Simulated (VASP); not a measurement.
# Ti (P6/mmm) in VASP: notebook

The runs below take Ti through single point, with PBEsol.

Everything below comes from runs of VASP 6.6.1. Logs are shortened: lines on timing, memory, paths and dates and some standing lists are left out, and cuts for length are marked.

**1. The cell of the first run**

Symmetry: P6/mmm, No. 191, hexagonal system. The conventional cell has a = 4.515 Å, b = 4.515 Å, c = 2.855 Å, α = 90.00°, β = 90.00°, γ = 120.00°. Within 3.8 Å of Ti (site symmetry 6/mmm) lie 14 Ti at 2.85 to 2.97 Å. Within 3.4 Å of Ti (site symmetry -6m2) lie 11 Ti at 2.61 to 2.97 Å.

This isn't the form of Ti at room conditions, which is hcp.

**2. Single point, PBEsol (strain along c alone, the other axes held: +2.0 %)**

Contents of INCAR:

```
PREC = Accurate
ENCUT = 520
EDIFF = 1E-6
ISMEAR = 0
SIGMA = 0.1
LREAL = F
LASPH = T
NELM = 60
ALGO = Fast
ISIF = 2
LWAVE = F
LCHARG = F
GGA = PS
NBANDS = 25
```

Contents of KPOINTS:

```
regular mesh
0
Gamma
  12 12 18
```

Contents of POSCAR:

```
Ti
1.0
    4.5152900523      0.0000000000      0.0000000000
   -2.2576450261      3.9103558907      0.0000000000
    0.0000000000      0.0000000000      2.8547695215
Ti
3
Direct
    0.0000000000      0.0000000000      0.0000000000
    0.3333333333      0.6666666667      0.5000000000
    0.6666666667      0.3333333333      0.5000000000
```

Potentials or basis: VASP PAW PBE potentials, release 64 (Ti_sv).

Command:

```console
cat potpaw_PBE.64/Ti_sv/POTCAR > POTCAR
mpirun -np 1 vasp_std > vasp.out
```

OUTCAR:

```text
PREC = Accurate
   ENCUT = 520
   EDIFF = 1E-6
   ISMEAR = 0
   LREAL = F
   LASPH = T
   NELM = 60
   ISIF = 2
   GGA = PS

 ion  position               nearest neighbor table
   1  0.000  0.000  0.000-
   2  0.333  0.667  0.500-   3 2.61   3 2.61   3 2.61
   3  0.667  0.333  0.500-   2 2.61   2 2.61   2 2.61

  LATTYP: Found a hexagonal cell.
 ALAT       =     4.5152900523
 C/A-ratio  =     0.6322449917

  Lattice vectors:

 A1 = (   4.5152900523,   0.0000000000,   0.0000000000)
 A2 = (  -2.2576450261,   3.9103558907,   0.0000000000)
 A3 = (   0.0000000000,   0.0000000000,   2.8547695215)

Analysis of symmetry for initial positions (statically):
=====================================================================
 Subroutine PRICEL returns:
 Original cell was already a primitive cell.

 Routine SETGRP: Setting up the symmetry group for a
 hexagonal supercell.

 Subroutine GETGRP returns: Found 24 space group operations
 (whereof 24 operations were pure point group operations)
 out of a pool of 24 trial point group operations.

The static configuration has the point symmetry D_6h.

Analysis of symmetry for dynamics (positions and initial velocities):
=====================================================================
 Subroutine PRICEL returns:
 Original cell was already a primitive cell.

 Routine SETGRP: Setting up the symmetry group for a
 hexagonal supercell.

 Subroutine GETGRP returns: Found 24 space group operations
 (whereof 24 operations were pure point group operations)
 out of a pool of 24 trial point group operations.

The dynamic configuration has the point symmetry D_6h.

 Subroutine INISYM returns: Found 24 space group operations
 (whereof 24 operations are pure point group operations),
 and found     1 'primitive' translations

----------------------------------------------------------------------------------------

                                     Primitive cell

  volume of cell :      50.4049

  direct lattice vectors                    reciprocal lattice vectors
     4.515290052  0.000000000  0.000000000     0.221469715  0.127865599  0.000000000
    -2.257645026  3.910355891  0.000000000     0.000000000  0.255731199  0.000000000
     0.000000000  0.000000000  2.854769522     0.000000000  0.000000000  0.350290975

  length of vectors
     4.515290052  4.515290052  2.854769522     0.255731199  0.255731199  0.350290975

  position of ions in fractional coordinates (direct lattice)
     0.000000000  0.000000000  0.000000000
     0.333333333  0.666666667  0.500000000
     0.666666667  0.333333333  0.500000000

  ion indices of the primitive-cell ions
   primitive index   ion index
                 1           1
                 2           2
                 3           3

----------------------------------------------------------------------------------------

 KPOINTS: regular mesh

Automatic generation of k-mesh.
 Grid dimensions read from file:
 generate k-points for:   12   12   18

 Generating k-lattice:

  Cartesian coordinates                     Fractional coordinates (reciprocal lattice)
     0.018455810  0.010655467  0.000000000     0.083333333  0.000000000  0.000000000
     0.000000000  0.021310933  0.000000000     0.000000000  0.083333333  0.000000000
     0.000000000  0.000000000  0.019460610     0.000000000  0.000000000  0.055555556

  Length of vectors
     0.021310933  0.021310933  0.019460610

  Shift w.r.t. Gamma in fractional coordinates (k-lattice)
     0.000000000  0.000000000  0.000000000

 Subroutine IBZKPT returns following result:
 ===========================================

 Found    190 irreducible k-points:

 Following reciprocal coordinates:
            Coordinates               Weight
  0.000000  0.000000  0.000000      1.000000
  0.083333  0.000000  0.000000      6.000000
  0.166667  0.000000  0.000000      6.000000
  0.250000  0.000000  0.000000      6.000000
  0.333333  0.000000  0.000000      6.000000
  0.416667  0.000000  0.000000      6.000000
[... 16 lines left out ...]
  0.250000  0.000000  0.055556     12.000000
  0.333333  0.000000  0.055556     12.000000
 [... further k-points ...]
   k-points           NKPTS =    190   k-points in BZ     NKDIM =    190   number of bands    NBANDS=     25
   number of dos      NEDOS =    301   number of ions     NIONS =      3
   total plane-waves  NPLWV =  31104
   dimension x,y,z NGX =    36 NGY =   36 NGZ =   24
   dimension x,y,z NGXF=    72 NGYF=   72 NGZF=   48
   ions per type =               3
   NGX,Y,Z   is equivalent  to a cutoff of  13.25, 13.25, 13.98 a.u.
   NGXF,Y,Z  is equivalent  to a cutoff of  26.51, 26.51, 27.95 a.u.
 SYSTEM =  unknown system
   PREC   = accura    normal or accurate (medium, high low for compatibility)
   ISTART =      0    job   : 0-new  1-cont  2-samecut
   ICHARG =      2    charge: 1-file 2-atom 10-const
   ISPIN  =      1    spin polarized calculation?
   LNONCOLLINEAR =      F non collinear calculations
   LSORBIT =      F    spin-orbit coupling
   LASPH  =      T    aspherical Exc in radial PAW
   ENCUT  =  520.0 eV  38.22 Ry    6.18 a.u.   8.40  8.40  5.31*2*pi/ulx,y,z
   NELM   =     60;   NELMIN=  2; NELMDL= -5     # of ELM steps
   EDIFF  = 0.1E-05   stopping-criterion for ELM
   LREAL  =      F    real-space projection
[... 7 lines left out ...]
   TEBEG  =    0.0;   TEEND  =   0.0 temperature during run
   PSTRESS=    0.0 pullay stress
   NELECT =      36.0000    total number of electrons
   NUPDOWN=      -1.0000    fix difference up-down
   EMIN   =  10.00;   EMAX   =-10.00  energy-range for DOS
   EFERMI =   0.00;   METHOD = LEGACY
   ISMEAR =     0;   SIGMA  =   0.10  broadening in eV -4-tet -1-fermi 0-gaus
   EFERMI_NEDOS =   21; number of points for ismear=-14 and -15
   IALGO  =     68    algorithm
   IMIX   =      4    mixing-type and parameters
     AMIX     =   0.40;   BMIX     =  1.00
     AMIX_MAG =   1.60;   BMIX_MAG =  1.00
  volume/ion in A,a.u.               =      16.80       113.38
  Fermi-wavevector in a.u.,A,eV,Ry     =   1.463361  2.765350 29.135843  2.141424
  Thomas-Fermi vector in A             =   2.579465
   LORBIT       =      0    0 simple, 1 ext, 2 COOP (PROOUT), +10 PAW based schemes
   GGA     = PS    functional components
   LHFCALC =     F    Hartree Fock is set to
   AEXX    =    0.0000 exact exchange contribution
   IVDW    =     0    specifies the selected vdW correction
   LEPSILON=     F    determine dielectric tensor
   LRPA    =     F    only Hartree local field effects (RPA)
 non-spin polarized calculation
 RMM-DIIS sequential band-by-band and
 Gauss-broadening in eV      SIGMA  =   0.10
  energy-cutoff  :      520.00
  volume of cell :       50.40
 maximum number of plane-waves:      1384
 NGX is ok and might be reduce to    36
   NGX = 17   NGY = 17   NGZ = 11

 number of electron      36.0000008 magnetization

 Free energy of the ion-electron system (eV)
  ---------------------------------------------------
  ext. energy  EPLUGINS =         0.00000000
  ---------------------------------------------------
  free energy    TOTEN  =       -25.04960368 eV

  energy without entropy =      -25.03615937  energy(sigma->0) =      -25.04288152

 E-fermi :   8.4666     XC(G=0): -11.7929

 val. band max:        8.4659604735   @ k =   0.2500   0.1667   0.0556
 cond. band min:       8.4751398326   @ k =   0.3333   0.1667   0.0556
 fundamental gap:      0.0091793590
 Fermi energy:         8.4666011411

 k-point     1 :       0.0000    0.0000    0.0000
  band No.  band energies     occupation
      1     -48.1836      2.00000
      2     -47.9060      2.00000
      3     -47.7139      2.00000
      4     -24.6073      2.00000
      5     -24.6073      2.00000
      6     -24.5057      2.00000
[... 17 lines left out ...]
     24      10.2628      0.00000
     25      10.2735      0.00000

 k-point     2 :       0.0833    0.0000    0.0000
  band No.  band energies     occupation
      1     -48.1825      2.00000
      2     -47.9041      2.00000
      3     -47.7172      2.00000
      4     -24.6352      2.00000
      5     -24.6298      2.00000
      6     -24.4776      2.00000
[... 17 lines left out ...]
     24       9.9963      0.00000
     25      10.5074      0.00000

 k-point     3 :       0.1667    0.0000    0.0000
  band No.  band energies     occupation
      1     -48.1794      2.00000
      2     -47.8982      2.00000
      3     -47.7265      2.00000
      4     -24.6830      2.00000
      5     -24.6545      2.00000
      6     -24.4293      2.00000
[... 17 lines left out ...]
     24      10.0371      0.00000
     25      10.7734      0.00000

 k-point     4 :       0.2500    0.0000    0.0000
  band No.  band energies     occupation
      1     -48.1753      2.00000
      2     -47.8883      2.00000
      3     -47.7410      2.00000
      4     -24.7278      2.00000
      5     -24.6569      2.00000
      6     -24.3839      2.00000
[... 17 lines left out ...]
     24      10.3042      0.00000
     25      11.0481      0.00000
[... 477 lines left out ...]
 k-point    22 :       0.1667    0.0000    0.0556
  band No.  band energies     occupation
      1     -48.1775      2.00000
      2     -47.8969      2.00000
      3     -47.7251      2.00000
      4     -24.6791      2.00000
      5     -24.6514      2.00000
      6     -24.4289      2.00000
[... 17 lines left out ...]
     24      10.0415      0.00000
     25      10.8489      0.00000

 k-point    23 :       0.2500    0.0000    0.0556
  band No.  band energies     occupation
      1     -48.1735      2.00000
      2     -47.8869      2.00000
      3     -47.7395      2.00000
      4     -24.7234      2.00000
      5     -24.6542      2.00000
      6     -24.3844      2.00000
[... 17 lines left out ...]
     24      10.2896      0.00000
     25      11.1660      0.00000

 k-point    24 :       0.3333    0.0000    0.0556
  band No.  band energies     occupation
      1     -48.1697      2.00000
      2     -47.8737      2.00000
      3     -47.7571      2.00000
      4     -24.7582      2.00000
      5     -24.6334      2.00000
      6     -24.3493      2.00000
[... 17 lines left out ...]
     24      10.6094      0.00000
     25      11.0812      0.00000

 [... further k-points ...]

------------------------ aborting loop because EDIFF is reached ----------------------------------------

  FORCE on cell =-STRESS in cart. coord.  units (eV):
  Direction    XX          YY          ZZ          XY          YZ          ZX
  --------------------------------------------------------------------------------------
  -------------------------------------------------------------------------------------
  Total       -0.4429848     -0.4429848     -1.6076292     -0.0000000      0.0000000     -0.0000000
  in kB      -14.0807710    -14.0807710    -51.1003017     -0.0000000      0.0000000     -0.0000000
  external PRESSURE =     -26.4206146 kB  Pullay stress =       0.0000000 kB

 VOLUME and BASIS-vectors are now :
 -----------------------------------------------------------------------------
  energy-cutoff  :      520.00
  volume of cell :       50.40
      direct lattice vectors                 reciprocal lattice vectors
     4.515290052  0.000000000  0.000000000     0.221469715  0.127865599  0.000000000
    -2.257645026  3.910355891  0.000000000     0.000000000  0.255731199  0.000000000
     0.000000000  0.000000000  2.854769522     0.000000000  0.000000000  0.350290975

 POSITION                                       TOTAL-FORCE (eV/Angst)
 -----------------------------------------------------------------------------------
      0.00000      0.00000      0.00000         0.000000     -0.000000      0.000000
     -0.00000      2.60690      1.42738        -0.000000     -0.000000      0.000000
      2.25765      1.30345      1.42738         0.000000      0.000000      0.000000
 -----------------------------------------------------------------------------------
    total drift:                                0.000000      0.000000     -0.000000

  FREE ENERGIE OF THE ION-ELECTRON SYSTEM (eV)
  ---------------------------------------------------
  free  energy   TOTEN  =       -25.0496036783 eV

  energy  without entropy=      -25.0361593715  energy(sigma->0) =      -25.04288152
```

Wall time 14 min (1 thread of Intel Xeon Platinum 8259CL at 2.50GHz (Skylake/Cascade Lake), shared host); peak memory 0.31 GiB.

What came out:

- Free energy: -25.0496 eV
- Pressure: -2.6 GPa
- Band gap on the k mesh: zero (bands 18 and 19 overlap by 0.39 eV)

Stress tensor (GPa, compression positive):
```
-1.41  0.00  0.00
 0.00 -1.41  0.00
 0.00  0.00 -5.11
```

Levels at points of the mesh, in eV from the Fermi level:
```tsv
k point	band 14	band 15	band 16	band 17	band 18	band 19	band 20	band 21	band 22	band 23
(0.00, 0.00, 0.00)	-2.04	-0.70	-0.70	-0.59	-0.59	0.08	0.79	1.32	1.32	1.71
(0.50, 0.00, 0.00)	-3.56	-2.68	-0.44	-0.37	-0.33	0.08	0.63	0.86	1.27	1.81
(0.00, 0.00, 0.50)	-2.16	-2.16	-1.85	-1.68	-1.68	1.14	1.14	1.23	1.23	3.02
(0.50, 0.00, 0.50)	-2.16	-1.72	-1.21	-0.76	-0.71	0.35	0.77	0.91	1.04	2.27
```

Caveat: the cell differs from its parent crystal (strain along c alone, the other axes held: +2.0 %); the PAW data sets were made with another functional, which shifts forces and pressure a little.

**3. Single point, PBEsol (strain along c alone, the other axes held: +3.0 %)**

Contents of INCAR:

```
ALGO = Fast ; EDIFF = 1E-6
ENCUT = 520 ; GGA = PS
ISIF = 2 ; ISMEAR = 0
LASPH = True ; LCHARG = True
LELF = True ; LREAL = False
LVHAR = True ; LWAVE = False
NBANDS = 25 ; NELM = 60
PREC = Accurate ; SIGMA = 0.1
```

Contents of KPOINTS:

```
k-points
0
Gamma
  12 12 18
```

Edit POSCAR of step 2 so:

```diff
@@ -4,3 +4,3 @@
    -2.2576450261      3.9103558907      0.0000000000
-    0.0000000000      0.0000000000      2.8547695215
+    0.0000000000      0.0000000000      2.8827574580
 Ti
```

Potentials or basis: VASP PAW PBE potentials, release 64 (Ti_sv).

Command:

```console
cat potpaw_PBE.64/Ti_sv/POTCAR > POTCAR
mpirun -np 1 vasp_std > vasp.out
```

Wall time 12 min (1 thread of Intel Xeon Platinum 8259CL at 2.50GHz (Skylake/Cascade Lake), shared host); peak memory 0.31 GiB.

The run converged. Its results:

```yaml
Free_energy: -25.0307 eV
Pressure: -3.8 GPa
Band_gap_on_the_k_mesh: zero (bands 18 and 19 overlap by 0.40 eV)
```

Stress tensor (GPa, compression positive):
```
-1.99  0.00  0.00
 0.00 -1.99  0.00
 0.00  0.00 -7.40
```

Levels at points of the mesh, in eV from the Fermi level:
| k point | band 16 | band 17 | band 18 | band 19 | band 20 | band 21 |
| --- | --- | --- | --- | --- | --- | --- |
| (0.00, 0.00, 0.00) | -0.69 | -0.58 | -0.58 | 0.12 | 0.84 | 1.31 |
| (0.50, 0.00, 0.00) | -0.44 | -0.34 | -0.31 | 0.10 | 0.67 | 0.78 |
| (0.00, 0.00, 0.50) | -1.91 | -1.66 | -1.66 | 1.16 | 1.16 | 1.20 |
| (0.50, 0.00, 0.50) | -1.20 | -0.79 | -0.73 | 0.36 | 0.74 | 0.86 |

Caveat: the cell differs from its parent crystal (strain along c alone, the other axes held: +3.0 %); the cell stands under tension; the PAW data sets were made with another functional, which shifts forces and pressure a little.
